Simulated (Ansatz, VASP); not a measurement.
Two plane-wave programs on InSe

INCAR

```
PREC = Accurate
ENCUT = 520
EDIFF = 1E-8
ISMEAR = -1
SIGMA = 0.01
LREAL = False
LASPH = True
NELM = 100
ALGO = Normal
ISIF = 2
LWAVE = False
LCHARG = False
GGA = PE
LEFG = True
NBANDS = 27
```

File KPOINTS:

```
Automatic mesh
0
Gamma
  7 7 7
```

The input POSCAR:

```
InSe
1.0
    1.9591718749      1.1311284094      8.1468944028
   -1.9591718749      1.1311284094      8.1468944028
    0.0000000000     -2.2622568187      8.1468944028
In Se
2 2
Direct
    0.0000000000      0.0000000000      0.0000000000
    0.1122000000      0.1122000000      0.1122000000
    0.6155000000      0.6155000000      0.6155000000
    0.8300000000      0.8300000000      0.8300000000
```

Input for Ansatz:

```yaml
crystal:
  lattice:
    - [1.9591718749, 1.1311284094, 8.1468944028]
    - [-1.9591718749, 1.1311284094, 8.1468944028]
    - [0.0, -2.2622568187, 8.1468944028]
  atoms:
    - { symbol: In, position: [0.0, 0.0, 0.0] }
    - { symbol: In, position: [0.1122, 0.1122, 0.1122] }
    - { symbol: Se, position: [0.6155, 0.6155, 0.6155] }
    - { symbol: Se, position: [0.83, 0.83, 0.83] }
kpoints:
  mp_grid: { grid: [7, 7, 7] }
scf:
  occupations: { method: fermi_dirac, width: 0.01 }
hamiltonian:
  xc: pbe
  pseudopotentials: { kind: paw }
output:
  forces: true
  stress: true
  eigenvalues: true
  efg: { contact_densities: true }
```

Change from the starting cell: volume scaled by 0.94, PAW files.

Alike in both runs: task electric field gradients; functional PBE; k mesh 7 × 7 × 7; occupations fermi-dirac, width 0.01 eV; no spin polarisation.

|  | VASP | Ansatz |
| --- | --- | --- |
| version | VASP 6.6.1 | Ansatz 0.2.0 |
| potentials or method | VASP PAW PBE potentials, release 64 (In_d, Se) | PAW with Ansatz's default frozen-core files, scalar-relativistic |
| plane-wave cutoff (eV) | 520 | 420 |
| valence electrons in the cell | 38 | 58 |

```csv
,VASP,Ansatz,Ansatz less VASP
gap on the k mesh at the Fermi level (eV),0.88,0.89,+0.010
pressure (GPa),7.1,7.0,-0.06
"traceless stress, the component that is largest in VASP (GPa)",-0.67,-0.66,+0.009
rms of the force components (eV/Å),0.346,0.335,-0.0107
size of Vzz on the site where it differs most (V/Å²),63.3,65.8,+2.46
```

Atom by atom the forces differ by 0.011 eV/Å (rms over components). The functional is the same, so the differences come from potentials, cutoffs and numerics. VASP's potentials hold 38 valence electrons a cell and Ansatz's 58, so a difference there can come from the potentials and not from the codes.
